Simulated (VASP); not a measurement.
Set up this calculation in VASP 6.6.1, as the native input.

```
Task                   : relaxation of cell and atoms
Functional             : PBE
Potentials or basis    : VASP PAW PBE potentials, release 64 (Cu, O)
Cutoff                 : 600 eV
k mesh                 : 9 × 9 × 5
Occupations            : fermi-dirac, width 0.1 eV
Spin                   : no spin polarisation
Target pressure        : 2 GPa
Dipole correction      : no
Further INCAR settings : ALGO = Normal; EDIFF = 1e-07; IBRION = 2; EDIFFG = -0.01; NSW = 80; ISIF = 3
```

The structure of CuO lies in POSCAR:

```
CuO
1.0
    2.3418500000     -1.7113000000      0.0000000000
    2.3418500000      1.7113000000      0.0000000000
   -0.8500270000      0.0000000000      5.0578690000
Cu O
2 2
Direct
    0.0000000000      0.5000000000      0.0000000000
    0.5000000000      0.0000000000      0.5000000000
    0.5816000000      0.4184000000      0.2500000000
    0.4184000000      0.5816000000      0.7500000000
```

One way to write it, as run:

INCAR

```
SYSTEM = CuO
  PREC = Accurate
  ENCUT = 600
  EDIFF = 1E-7
  ISMEAR = -1
  SIGMA = 0.1
  LREAL = .FALSE.
  LASPH = .TRUE.
  NELM = 80
  ALGO = Normal
  ISIF = 3
  LWAVE = .FALSE.
  LCHARG = .FALSE.
  GGA = PE
  IBRION = 2
  NSW = 80
  EDIFFG = -0.01
  PSTRESS = 20.0
```

KPOINTS

```
regular mesh
0
G
  9 9 5
  0 0 0
```

Potentials or basis: VASP PAW PBE potentials, release 64 (Cu, O).

Launch:

```sh
$ cat potpaw_PBE.64/Cu/POTCAR potpaw_PBE.64/O/POTCAR > POTCAR
$ mpirun -np 1 vasp_std > vasp.out
```

Results of the run:

The relaxed volume is 11.06 Å³/atom and the relaxed cell is a = 2.929 Å, b = 2.929 Å, c = 5.165 Å, α = 90.07°, β = 90.07°, γ = 86.66°. The space group after relaxing (to 0.1 Å) is Cccm (No. 66) and the energy change on relaxing (the run minimises the enthalpy) is -47.3 meV/atom. The ionic steps are 28, the pressure after relaxing is 1.9 GPa and the largest force after relaxing is 0.004 eV/Å. The band gap on the k mesh is zero (bands 17 and 18 overlap by 0.88 eV).

Caveat: the cell is relaxed towards a set pressure, so the run minimises the enthalpy, not the energy; semilocal functionals often make such compounds metallic where correlation or magnetic order opens a gap, which also shifts bond lengths.

It took 34 min on 1 thread of AMD EPYC 7R13 Processor (Zen 3), with other jobs on the host, peak memory 0.22 GiB.
